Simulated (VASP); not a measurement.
# O (R-3m) in VASP: single point with PBEsol+D4

Aim: the single point of O with PBEsol+D4.

All numbers are computed with VASP 6.6.1; they aren't measurements. Logs are shortened: lines on timing, memory, paths and dates and some standing lists are left out, and cuts for length are marked.

### 1 The cell of the first run

Symmetry: R-3m, No. 166, trigonal system. Conventional cell: a = 3.070 Å, b = 3.070 Å, c = 7.520 Å, α = 90.00°, β = 90.00°, γ = 120.00°. Within 1.6 Å of O (site symmetry 3m) lie 1 O at 1.21 Å.

### 2 Single point, PBEsol+D4

INCAR reads:

```
ALGO = Normal
EDIFF = 1E-6
ENCUT = 1340
GGA = PS
GGA_COMPAT = F
ISIF = 2
ISMEAR = -1
IVDW = 13
LASPH = T
LCHARG = T
LELF = T
LREAL = F
LVHAR = T
LWAVE = F
NBANDS = 13
NELM = 120
PREC = Accurate
SIGMA = 0.1
```

KPOINTS reads:

```
k-points
0
Gamma
  7 7 7
```

POSCAR reads:

```
O
1.0
    0.0000000000      2.1708560000      2.1708560000
    2.1708560000      0.0000000000      2.1708560000
    2.1708560000      2.1708560000      0.0000000000
O
2
Direct
    0.1936392671      0.2072911281      0.3954927363
    0.0328465047      0.0464884228     -0.1220990351
```

Potentials or basis: VASP PAW PBE potentials, release 64 (O_h).

Started as:

```sh
$ cat potpaw_PBE.64/O_h/POTCAR > POTCAR
$ mpirun -np 1 vasp_std > vasp.out
```

OUTCAR:

```text
EDIFF = 1E-6
   ENCUT = 1340
   GGA = PS
   ISIF = 2
   ISMEAR = -1
   IVDW = 13
   LASPH = T
   LREAL = F
   NELM = 120
   PREC = Accurate

 ion  position               nearest neighbor table
   1  0.194  0.207  0.395-   2 1.21
   2  0.033  0.046  0.878-   1 1.21

  LATTYP: Found a face centered cubic cell.
 ALAT       =     4.3417120000

  Lattice vectors:

 A1 = (   0.0000000000,   2.1708560000,   2.1708560000)
 A2 = (   2.1708560000,   0.0000000000,   2.1708560000)
 A3 = (   2.1708560000,   2.1708560000,   0.0000000000)

Analysis of symmetry for initial positions (statically):
=====================================================================
 Subroutine PRICEL returns:
 Original cell was already a primitive cell.

 Routine SETGRP: Setting up the symmetry group for a
 face centered cubic supercell.

 Subroutine GETGRP returns: Found  4 space group operations
 (whereof  1 operations were pure point group operations)
 out of a pool of 48 trial point group operations.

The static configuration has the point symmetry C_1 .
 The point group associated with its full space group is C_2h.

Analysis of symmetry for dynamics (positions and initial velocities):
=====================================================================
 Subroutine PRICEL returns:
 Original cell was already a primitive cell.

 Routine SETGRP: Setting up the symmetry group for a
 face centered cubic supercell.

 Subroutine GETGRP returns: Found  4 space group operations
 (whereof  1 operations were pure point group operations)
 out of a pool of 48 trial point group operations.

The dynamic configuration has the point symmetry C_1 .
 The point group associated with its full space group is C_2h.

 Subroutine INISYM returns: Found  4 space group operations
 (whereof  1 operations are pure point group operations),
 and found     1 'primitive' translations

----------------------------------------------------------------------------------------

                                     Primitive cell

  volume of cell :      20.4608

  direct lattice vectors                    reciprocal lattice vectors
     0.000000000  2.170856000  2.170856000    -0.230323891  0.230323891  0.230323891
     2.170856000  0.000000000  2.170856000     0.230323891 -0.230323891  0.230323891
     2.170856000  2.170856000  0.000000000     0.230323891  0.230323891 -0.230323891

  length of vectors
     3.070053997  3.070053997  3.070053997     0.398932681  0.398932681  0.398932681

  position of ions in fractional coordinates (direct lattice)
     0.193639267  0.207291128  0.395492736
     0.032846505  0.046488423  0.877900965

  ion indices of the primitive-cell ions
   primitive index   ion index
                 1           1
                 2           2

----------------------------------------------------------------------------------------

 KPOINTS: k-points

Automatic generation of k-mesh.
 Grid dimensions read from file:
 generate k-points for:    7    7    7

 Generating k-lattice:

  Cartesian coordinates                     Fractional coordinates (reciprocal lattice)
    -0.032903413  0.032903413  0.032903413     0.142857143  0.000000000  0.000000000
     0.032903413 -0.032903413  0.032903413     0.000000000  0.142857143  0.000000000
     0.032903413  0.032903413 -0.032903413     0.000000000  0.000000000  0.142857143

  Length of vectors
     0.056990383  0.056990383  0.056990383

  Shift w.r.t. Gamma in fractional coordinates (k-lattice)
     0.000000000  0.000000000  0.000000000

 Subroutine IBZKPT returns following result:
 ===========================================

 Found    100 irreducible k-points:

 Following reciprocal coordinates:
            Coordinates               Weight
  0.000000  0.000000  0.000000      1.000000
  0.142857  0.000000  0.000000      4.000000
  0.000000  0.000000  0.142857      2.000000
  0.142857  0.142857  0.142857      2.000000
  0.285714  0.000000  0.000000      4.000000
  0.000000  0.000000  0.285714      2.000000
[... 16 lines left out ...]
  0.142857  0.142857 -0.285714      2.000000
  0.428571  0.285714  0.428571      4.000000
 [... further k-points ...]
   k-points           NKPTS =    100   k-points in BZ     NKDIM =    100   number of bands    NBANDS=     13
   number of dos      NEDOS =    301   number of ions     NIONS =      2
   total plane-waves  NPLWV =  64000
   dimension x,y,z NGX =    40 NGY =   40 NGZ =   40
   dimension x,y,z NGXF=    80 NGYF=   80 NGZF=   80
   ions per type =               2
   NGX,Y,Z   is equivalent  to a cutoff of  21.66, 21.66, 21.66 a.u.
   NGXF,Y,Z  is equivalent  to a cutoff of  43.32, 43.32, 43.32 a.u.
 SYSTEM =  unknown system
   PREC   = accura    normal or accurate (medium, high low for compatibility)
   ISTART =      0    job   : 0-new  1-cont  2-samecut
   ICHARG =      2    charge: 1-file 2-atom 10-const
   ISPIN  =      1    spin polarized calculation?
   LNONCOLLINEAR =      F non collinear calculations
   LSORBIT =      F    spin-orbit coupling
   LASPH  =      T    aspherical Exc in radial PAW
   ENCUT  = 1340.0 eV  98.49 Ry    9.92 a.u.   9.16  9.16  9.16*2*pi/ulx,y,z
   NELM   =    120;   NELMIN=  2; NELMDL= -5     # of ELM steps
   EDIFF  = 0.1E-05   stopping-criterion for ELM
   LREAL  =      F    real-space projection
   EDIFFG = 0.1E-04   stopping-criterion for IOM
   NSW    =      0    number of steps for IOM
   IBRION =     -1    ionic relax: 0-MD 1-quasi-New 2-CG
   NFREE  =      0    steps in history (QN), initial steepest desc. (CG)
   ISIF   =      2    stress and relaxation
   ISYM   =      2    0-nonsym 1-usesym 2-fastsym
   POTIM  = 0.5000    time-step for ionic-motion
   TEBEG  =    0.0;   TEEND  =   0.0 temperature during run
   PSTRESS=    0.0 pullay stress
   NELECT =      12.0000    total number of electrons
   NUPDOWN=      -1.0000    fix difference up-down
   EMIN   =  10.00;   EMAX   =-10.00  energy-range for DOS
   EFERMI =   0.00;   METHOD = LEGACY
   ISMEAR =    -1;   SIGMA  =   0.10  broadening in eV -4-tet -1-fermi 0-gaus
   EFERMI_NEDOS =   21; number of points for ismear=-14 and -15
   IALGO  =     38    algorithm
   IMIX   =      4    mixing-type and parameters
     AMIX     =   0.40;   BMIX     =  1.00
     AMIX_MAG =   1.60;   BMIX_MAG =  1.00
  volume/ion in A,a.u.               =      10.23        69.04
  Fermi-wavevector in a.u.,A,eV,Ry     =   1.370338  2.589563 25.549361  1.877825
  Thomas-Fermi vector in A             =   2.496133
   LORBIT       =      0    0 simple, 1 ext, 2 COOP (PROOUT), +10 PAW based schemes
   GGA     = PS    functional components
   LHFCALC =     F    Hartree Fock is set to
   AEXX    =    0.0000 exact exchange contribution
   IVDW    =    13    specifies the selected vdW correction
   LEPSILON=     F    determine dielectric tensor
   LRPA    =     F    only Hartree local field effects (RPA)
 non-spin polarized calculation
  energy-cutoff  :     1340.00
  volume of cell :       20.46
 maximum number of plane-waves:      2293
 NGX is ok and might be reduce to    40
   NGX = 19   NGY = 19   NGZ = 19

 number of electron      12.0000000 magnetization

 Free energy of the ion-electron system (eV)
  ---------------------------------------------------
  ext. energy  EPLUGINS =         0.00000000
  ---------------------------------------------------
  free energy    TOTEN  =        -9.87002796 eV

  energy without entropy =       -9.84251297  energy(sigma->0) =       -9.85627046

 E-fermi :   2.4477     XC(G=0): -10.1309

 val. band max:        2.3682547454   @ k =   0.2857   0.2857  -0.2857
 cond. band min:       2.5418238521   @ k =  -0.2857  -0.4286  -0.2857
 fundamental gap:      0.1735691067
 Fermi energy:         2.4476862342

 k-point     1 :       0.0000    0.0000    0.0000
  band No.  band energies     occupation
      1     -25.0659      2.00000
      2      -9.7241      2.00000
      3      -7.4844      2.00000
      4      -3.6933      2.00000
      5      -3.6932      2.00000
      6       1.6313      1.99943
      7       1.6315      1.99943
      8      10.7763      0.00000
      9      11.8920      0.00000
     10      22.9809      0.00000
     11      22.9812      0.00000
     12      26.3041      0.00000
     13      26.3043      0.00000

 k-point     2 :       0.1429    0.0000    0.0000
  band No.  band energies     occupation
      1     -24.9860      2.00000
      2     -10.1129      2.00000
      3      -7.2635      2.00000
      4      -4.0147      2.00000
      5      -3.6847      2.00000
      6       1.4956      1.99985
      7       1.9381      1.98783
      8      11.0236      0.00000
      9      12.3142      0.00000
     10      21.2431      0.00000
     11      23.2546      0.00000
     12      24.3771      0.00000
     13      27.0207      0.00000

 k-point     3 :       0.0000    0.0000    0.1429
  band No.  band energies     occupation
      1     -24.9414      2.00000
      2     -11.1125      2.00000
      3      -6.0135      2.00000
      4      -3.9515      2.00000
      5      -3.9515      2.00000
      6       2.0405      1.96647
      7       2.0406      1.96643
      8       9.7096      0.00000
      9      13.3380      0.00000
     10      21.7587      0.00000
     11      21.7589      0.00000
     12      23.5615      0.00000
     13      26.3995      0.00000
[... 305 lines left out ...]
 k-point    23 :       0.1429    0.1429   -0.2857
  band No.  band energies     occupation
      1     -24.4251      2.00000
      2     -13.4688      2.00000
      3      -4.9294      2.00000
      4      -4.8348      2.00000
      5      -3.3287      2.00000
      6       2.7252      0.11736
      7       3.6349      0.00001
      8      10.3136      0.00000
      9      13.9263      0.00000
     10      17.2182      0.00000
     11      20.5208      0.00000
     12      21.0159      0.00000
     13      28.2257      0.00000

 k-point    24 :       0.4286    0.2857    0.4286
  band No.  band energies     occupation
      1     -24.6183      2.00000
      2     -11.6216      2.00000
      3      -6.0273      2.00000
      4      -5.5813      2.00000
      5      -3.7047      2.00000
      6       1.1000      2.00000
      7       3.3268      0.00030
      8      11.7429      0.00000
      9      14.7429      0.00000
     10      17.0628      0.00000
     11      22.2631      0.00000
     12      24.2110      0.00000
     13      27.9528      0.00000

 [... further k-points ...]

------------------------ aborting loop because EDIFF is reached ----------------------------------------

  DFT-D4 for vdW energy calculation

  Edisp (eV):   -0.09676

  FORCE on cell =-STRESS in cart. coord.  units (eV):
  Direction    XX          YY          ZZ          XY          YZ          ZX
  --------------------------------------------------------------------------------------
  -------------------------------------------------------------------------------------
  Total       1.38981     1.38981     1.38990     0.03523    -0.03502    -0.03502
  in kB     108.82876   108.82876   108.83557     2.75830    -2.74209    -2.74205
  external pressure =      108.83 kB  Pullay stress =        0.00 kB

 VOLUME and BASIS-vectors are now :
 -----------------------------------------------------------------------------
  energy-cutoff  :     1340.00
  volume of cell :       20.46
      direct lattice vectors                 reciprocal lattice vectors
     0.000000000  2.170856000  2.170856000    -0.230323891  0.230323891  0.230323891
     2.170856000  0.000000000  2.170856000     0.230323891 -0.230323891  0.230323891
     2.170856000  2.170856000  0.000000000     0.230323891  0.230323891 -0.230323891

 POSITION                                       TOTAL-FORCE (eV/Angst)
 -----------------------------------------------------------------------------------
      1.30856      1.27892      0.87036        -0.108209     -0.108209      0.108424
      2.00672      1.97710      0.17222         0.108209      0.108209     -0.108424
 -----------------------------------------------------------------------------------
    total drift:                               -0.029969      0.018092     -0.016743

  FREE ENERGIE OF THE ION-ELECTRON SYSTEM (eV)
  ---------------------------------------------------
  free  energy   TOTEN  =        -9.9667911504 eV

  energy  without entropy=       -9.9392761687  energy(sigma->0) =       -9.95303366
```

Run time: 39 s. Hardware: 1 thread of Intel Xeon 6975P-C (Granite Rapids), shared host; peak memory 0.26 GiB.

What came out:

* Free energy: -9.9668 eV
* Pressure: 10.9 GPa
* Largest force: 0.188 eV/Å
* Band gap on the k mesh: zero (bands 6 and 7 overlap by 1.81 eV)
* Dispersion energy per atom: -0.048 eV

Forces in eV/Å, atoms in the order of the input:
```
O   -0.108 -0.108  0.108
O    0.108  0.108 -0.108
```

Caveat: spin is off for a triplet molecule; the cell stands under pressure; the PAW data sets were made with another functional, which shifts forces and pressure a little.

The gap in the log of VASP goes by the Fermi energy; the results here count the filled bands.